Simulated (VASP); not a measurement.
# CaF2 (Fm-3m) in VASP: a series of runs

CaF2 is run at these levels: PBE; tasks: G0W0 quasiparticle levels.

Everything below comes from runs of VASP 6.6.1. Logs are shortened: lines on timing, memory, paths and dates and some standing lists are left out, and cuts for length are marked.

### Step 1. The cell of the first run

Symmetry: Fm-3m, No. 225, cubic system. The conventional cell has a = 5.439 Å, b = 5.439 Å, c = 5.439 Å, α = 90.00°, β = 90.00°, γ = 90.00°. Within 3.1 Å of Ca (site symmetry m-3m) lie 8 F at 2.36 Å. F (site symmetry -43m) has 4 Ca at 2.36 Å and 6 F at 2.72 Å within 3.1 Å.

### Step 2. G0W0 quasiparticle levels, PBE

POSCAR

```
CaF2
1.0
    0.0000000000      2.7195928859      2.7195928859
    2.7195928859      0.0000000000      2.7195928859
    2.7195928859      2.7195928859      0.0000000000
Ca F
1 2
Direct
    0.0000000000      0.0000000000      0.0000000000
    0.2500000000      0.2500000000      0.2500000000
    0.7500000000      0.7500000000      0.7500000000
```

INCAR.step1

```
SYSTEM = CaF2
ALGO = Normal
EDIFF = 1E-8
ENCUT = 500
GGA = PE
ISMEAR = 0
LASPH = .True.
LCHARG = .False.
LREAL = .False.
LWAVE = .True.
NELM = 60
PREC = Accurate
SIGMA = 0.01
```

INCAR.step2

```
SYSTEM = CaF2
ALGO = Exact
EDIFF = 1E-8
ENCUT = 500
GGA = PE
ISMEAR = 0
ISTART = 1
LASPH = .True.
LCHARG = .False.
LOPTICS = .True.
LREAL = .False.
LWAVE = .True.
NBANDS = 77
NELM = 1
PREC = Accurate
SIGMA = 0.01
```

INCAR.step3

```
SYSTEM = CaF2
ALGO = EVGW0
EDIFF = 1E-8
ENCUT = 500
ENCUTGW = 80.0
GGA = PE
ISMEAR = 0
ISTART = 1
LASPH = .True.
LCHARG = .False.
LREAL = .False.
LWAVE = .False.
NBANDS = 77
NBANDSGW = 20
NELMGW = 1
NOMEGA = 48
PREC = Accurate
PRECFOCK = Fast
SIGMA = 0.01
```

KPOINTS

```
k-points
0
Gamma
  4 4 4
  0 0 0
```

Potentials or basis: VASP PAW PBE potentials, release 64 (Ca_sv_GW, F_GW).

Run with:

```sh
$ cat potpaw_PBE.64/Ca_sv_GW/POTCAR potpaw_PBE.64/F_GW/POTCAR > POTCAR
$ cp INCAR.step1 INCAR
$ mpirun -np 1 vasp_std > vasp.out
$ cp INCAR.step2 INCAR
$ mpirun -np 1 vasp_std > vasp.out
$ cp INCAR.step3 INCAR
$ mpirun -np 1 vasp_std > vasp.out
```

OUTCAR:

```text
SYSTEM = CaF2
   EDIFF = 1E-8
   ENCUT = 500
   ENCUTGW = 80.0
   GGA = PE
   ISMEAR = 0
   ISTART = 1
   LASPH = .True.
   LREAL = .False.
   NELMGW = 1
   PREC = Accurate
   PRECFOCK = Fast

 ion  position               nearest neighbor table
   1  0.000  0.000  0.000-   2 2.36   3 2.36   3 2.36   3 2.36   3 2.36   2 2.36   2 2.36   2 2.36

   2  0.250  0.250  0.250-   1 2.36   1 2.36   1 2.36   1 2.36
   3  0.750  0.750  0.750-   1 2.36   1 2.36   1 2.36   1 2.36

  LATTYP: Found a face centered cubic cell.
 ALAT       =     5.4391857718

  Lattice vectors:

 A1 = (   0.0000000000,   2.7195928859,   2.7195928859)
 A2 = (   2.7195928859,   0.0000000000,   2.7195928859)
 A3 = (   2.7195928859,   2.7195928859,   0.0000000000)

Analysis of symmetry for initial positions (statically):
=====================================================================
 Subroutine PRICEL returns:
 Original cell was already a primitive cell.

 Routine SETGRP: Setting up the symmetry group for a
 face centered cubic supercell.

 Subroutine GETGRP returns: Found 48 space group operations
 (whereof 48 operations were pure point group operations)
 out of a pool of 48 trial point group operations.

The static configuration has the point symmetry O_h .

Analysis of symmetry for dynamics (positions and initial velocities):
=====================================================================
 Subroutine PRICEL returns:
 Original cell was already a primitive cell.

 Routine SETGRP: Setting up the symmetry group for a
 face centered cubic supercell.

 Subroutine GETGRP returns: Found 48 space group operations
 (whereof 48 operations were pure point group operations)
 out of a pool of 48 trial point group operations.

The dynamic configuration has the point symmetry O_h .

 Subroutine INISYM returns: Found 48 space group operations
 (whereof 48 operations are pure point group operations),
 and found     1 'primitive' translations

----------------------------------------------------------------------------------------

                                     Primitive cell

  volume of cell :      40.2292

  direct lattice vectors                    reciprocal lattice vectors
[... 40 lines left out ...]
 ===========================================

 Found      8 irreducible k-points:

 Following reciprocal coordinates:
            Coordinates               Weight
  0.000000  0.000000  0.000000      1.000000
  0.250000  0.000000  0.000000      8.000000
  0.500000  0.000000  0.000000      4.000000
  0.250000  0.250000  0.000000      6.000000
  0.500000  0.250000  0.000000     24.000000
 -0.250000  0.250000  0.000000     12.000000
  0.500000  0.500000  0.000000      3.000000
 -0.250000  0.500000  0.250000      6.000000
   k-points           NKPTS =      8   k-points in BZ     NKDIM =     64   number of bands    NBANDS=     77
   number of dos      NEDOS =    301   number of ions     NIONS =      3
   total plane-waves  NPLWV =  21952
   dimension x,y,z NGX =    28 NGY =   28 NGZ =   28
   dimension x,y,z NGXF=    56 NGYF=   56 NGZF=   56
   ions per type =               1   2
   NGX,Y,Z   is equivalent  to a cutoff of  12.10, 12.10, 12.10 a.u.
   NGXF,Y,Z  is equivalent  to a cutoff of  24.21, 24.21, 24.21 a.u.
 SYSTEM =  CaF2
   PREC   = accura    normal or accurate (medium, high low for compatibility)
   ISTART =      1    job   : 0-new  1-cont  2-samecut
   ICHARG =      0    charge: 1-file 2-atom 10-const
   ISPIN  =      1    spin polarized calculation?
   LNONCOLLINEAR =      F non collinear calculations
   LSORBIT =      F    spin-orbit coupling
   LASPH  =      T    aspherical Exc in radial PAW
   ENCUT  =  500.0 eV  36.75 Ry    6.06 a.u.   7.01  7.01  7.01*2*pi/ulx,y,z
   NELM   =     60;   NELMIN=  2; NELMDL=  0     # of ELM steps
   EDIFF  = 0.1E-07   stopping-criterion for ELM
   LREAL  =      F    real-space projection
   EDIFFG = 0.1E-06   stopping-criterion for IOM
   NSW    =      0    number of steps for IOM
   IBRION =     -1    ionic relax: 0-MD 1-quasi-New 2-CG
   NFREE  =      0    steps in history (QN), initial steepest desc. (CG)
   ISIF   =      0    stress and relaxation
   ISYM   =      3    0-nonsym 1-usesym 2-fastsym
   POTIM  = 0.5000    time-step for ionic-motion
   TEBEG  =    0.0;   TEEND  =   0.0 temperature during run
   PSTRESS=    0.0 pullay stress
   NELECT =      24.0000    total number of electrons
   NUPDOWN=      -1.0000    fix difference up-down
   EMIN   =  10.00;   EMAX   =-10.00  energy-range for DOS
   EFERMI =   0.00;   METHOD = LEGACY
   ISMEAR =     0;   SIGMA  =   0.01  broadening in eV -4-tet -1-fermi 0-gaus
   EFERMI_NEDOS =   21; number of points for ismear=-14 and -15
   IALGO  =     38    algorithm
   IMIX   =      4    mixing-type and parameters
     AMIX     =   0.40;   BMIX     =  1.00
     AMIX_MAG =   1.60;   BMIX_MAG =  1.00
  volume/ion in A,a.u.               =      13.41        90.49
  Fermi-wavevector in a.u.,A,eV,Ry     =   1.378155  2.604335 25.841692  1.899311
  Thomas-Fermi vector in A             =   2.503242
   LORBIT       =      0    0 simple, 1 ext, 2 COOP (PROOUT), +10 PAW based schemes
   GGA     = PE    functional components
   LHFCALC =     T    Hartree Fock is set to
   PRECFOCK=fast      Normal, Fast or Accurate (Low or Medium for compatibility)
   ENCUT4O =  -1.0   cutoff for four orbital integrals eV
   NKREDX  =     1    reduce k-point grid by
   NKREDY  =     1    reduce k-point grid by
   NKREDZ  =     1    reduce k-point grid by
   AEXX    =    1.0000 exact exchange contribution
   HFSCREEN=    0.0000 screening length (either q_TF or 0.3 A-1)
   HFSCREENC=   0.0000 screening length for correlation (either q_TF or 0.3 A-1)
   ENCUTFOCK=  -1.0 apply spherical cutoff to Coloumb kernel
   IVDW    =     0    specifies the selected vdW correction
   LEPSILON=     F    determine dielectric tensor
   LRPA    =     F    only Hartree local field effects (RPA)
   LRPAFORCE           =     F    calculate RPA forces
   ENCUTGW             =  80.0    cutoff for response function in eV
   ENCUTGWSOFT         =  64.0    soft cutoff for Coulomb kernel in GW response function in eV
   ENCUTLF             =  -1.0    cutoff for local field effects
   NELMGW              =     1    number of iterations in solving QP/BSE equation
   NELMHF              =     1    number of iterations in the inner HF iteration
   NKREDLFX            =     1    NKREDLFY  =   1   NKREDLFZ  =   1
 non-spin polarized calculation
 Gauss-broadening in eV      SIGMA  =   0.01
  energy-cutoff  :      500.00
  volume of cell :       40.23
 maximum number of plane-waves:      1036
  NGX = 16; NGY = 16; NGZ = 16
   NGX = 13   NGY = 13   NGZ = 13
 maximum number of plane-waves:        70
 NGX is ok and might be reduce to    14

 QP shifts <psi_nk| G(iteration)W_0 |psi_nk>: iteration 1
 for sc-GW calculations column KS-energies equals QP-energies in previous step
 and V_xc(KS)=  KS-energies - (<T + V_ion + V_H > + <T+V_H+V_ion>^1  + <V_x>^1)

 k-point   1 :       0.0000    0.0000    0.0000
  band No.  KS-energies  QP-energies   sigma(KS)   V_xc(KS)     V^pw_x(r,r')   Z            occupation Imag(sigma)

      1     -34.8831     -38.0176     -25.1849     -20.6896     -34.4650       0.6973       2.0000       0.7894
      2     -18.8683     -23.1369     -28.4169     -22.5996     -36.7309       0.7338       2.0000       0.8084
      3     -18.0782     -22.3801     -29.3483     -23.5314     -37.5971       0.7395       2.0000       0.7426
      4     -15.8218     -19.0375     -23.9158     -19.9928     -27.9811       0.8197       2.0000       0.2260
      5     -15.8218     -19.0375     -23.9158     -19.9928     -27.9811       0.8197       2.0000       0.2260
      6     -15.8218     -19.0375     -23.9158     -19.9928     -27.9811       0.8197       2.0000       0.2260
[... 167 lines left out ...]
      6     -15.4807     -18.8445     -24.8625     -20.7633     -29.2614       0.8206       2.0000       0.2855
[... 12 lines left out ...]
     19      16.8680      18.9169      -9.8608     -12.3005      -6.0469       0.8398       0.0000      -0.1853
     20      16.8680      18.9169      -9.8608     -12.3005      -6.0469       0.8398       0.0000      -0.1853
```

OUTCAR.step2:

```text
SYSTEM = CaF2
   EDIFF = 1E-8
   ENCUT = 500
   GGA = PE
[... 758 lines left out ...]
  --------------------------------------------------------------------------------------------------------------
     0.00000     2.35913     2.35913     2.35913    -0.00000    -0.00000    -0.00000
     1.36540     2.37363     2.37363     2.37363    -0.00000    -0.00000    -0.00000
     2.73080     2.42054     2.42054     2.42054    -0.00000    -0.00000    -0.00000
     4.09620     2.51060     2.51060     2.51060    -0.00000    -0.00000    -0.00000
     5.46160     2.67217     2.67217     2.67217    -0.00000    -0.00000    -0.00000
     6.82701     3.00313     3.00313     3.00313    -0.00000    -0.00000    -0.00000
[... 92 lines left out ...]
   133.80930     0.96268     0.96268     0.96268    -0.00000     0.00000     0.00000
   135.17471     0.96353     0.96353     0.96353    -0.00000     0.00000     0.00000
```

Run time: 1.7 min. Hardware: 1 thread of Intel Xeon 6975P-C (Granite Rapids), shared host; peak memory 0.36 GiB.

Results:

* Quasiparticle gap: 10.44 eV
* Least direct quasiparticle gap: 10.75 eV
* Band gap of the starting levels on the mesh: 7.38 eV
* Least direct gap of the starting levels on the mesh: 7.63 eV

Caveat: the k points lie up to 0.50 Å⁻¹ apart; bands, screening cutoff and mesh are small and nothing is extrapolated, so the quasiparticle values aren't converged.

(Continued in part 2 of 2.)
